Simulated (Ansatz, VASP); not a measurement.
**SnH3 in VASP and in Ansatz**

```
Sn H
1.0
     2.78014    4.81534    0.00000
    -2.78014    4.81534    0.00000
     0.00000   -3.21022    4.54421
Sn H
2 6
Direct
  0.00000 0.00000 0.00000
  0.50000 0.50000 0.50000
  0.74981 0.75019 0.75000
  0.25000 0.74981 0.75000
  0.75019 0.25000 0.75000
  0.25019 0.24981 0.25000
  0.75000 0.25019 0.25000
  0.24981 0.75000 0.25000
```

Alike in both runs: functional PBE; dispersion D3(BJ); k mesh 5 × 5 × 5; occupations fermi-dirac, width 0.0351 eV; no spin polarisation.

Ansatz relaxed the structure, and its values are those at the end. VASP's run is a single point on that final structure, the one shown.

|  | VASP | Ansatz |
| --- | --- | --- |
| version | VASP 6.6.1 | Ansatz 0.2.0 |
| potentials or method | VASP PAW PBE potentials, release 64 (Sn_d, H), cutoff 520 eV | PAW plane waves |
| valence electrons in the cell | 34 | 34 |

|  | VASP | Ansatz | Ansatz less VASP |
| --- | --- | --- | --- |
| gap on the k mesh at the Fermi level (eV) | none | none | - |
| pressure (GPa) | -0.1 | 0.0 | +0.10 |

A gap of «none» marks a metal or a gap that the smearing closes. Ansatz's warnings: structure snapped to symmetry.
